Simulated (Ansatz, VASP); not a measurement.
**BN: VASP beside Ansatz**

```
CELL_PARAMETERS angstrom
0.00000 3.49532 2.16609
1.25163 0.00000 2.16609
1.25163 3.49532 0.00000
ATOMIC_POSITIONS crystal
B 0.04044 0.04044 0.95956
N 0.66665 0.66665 0.33335
```

Change from the starting cell: all B atoms moved +0.175 Å, as atom 1 along Cartesian [0 0 1].

Alike in both runs: task single point; functional LDA; k mesh 12 × 12 × 12; occupations gaussian, width 0.05 eV; no spin polarisation.

```csv
,VASP,Ansatz
version,VASP 6.6.1,Ansatz 0.2.0
potentials or method,"VASP PAW LDA potentials, release 64 (B, N), cutoff 600 eV","scalar-relativistic, plane waves, PAW"
valence electrons in the cell,8,8
```

VASP gave:

| Quantity | Value |
| --- | --- |
| gap on the k mesh at the Fermi level (eV) | 3.32 |
| least direct gap on the mesh (eV) | 3.93 |
| pressure (GPa) | 5.0 |
| traceless stress, the component that is largest in VASP (GPa) | 19.05 |
| rms of the force components (eV/Å) | 3.030 |

Estimate Ansatz's values.

gap on the k mesh at the Fermi level (eV): 3.33; least direct gap on the mesh (eV): 3.94; pressure (GPa): 4.9; traceless stress, the component that is largest in VASP (GPa): 18.85; rms of the force components (eV/Å): 3.038.

LDA's correlation is that of Perdew and Zunger in VASP and of Perdew and Wang (1992) in Ansatz. Atom by atom the forces differ by 0.008 eV/Å (rms over components).
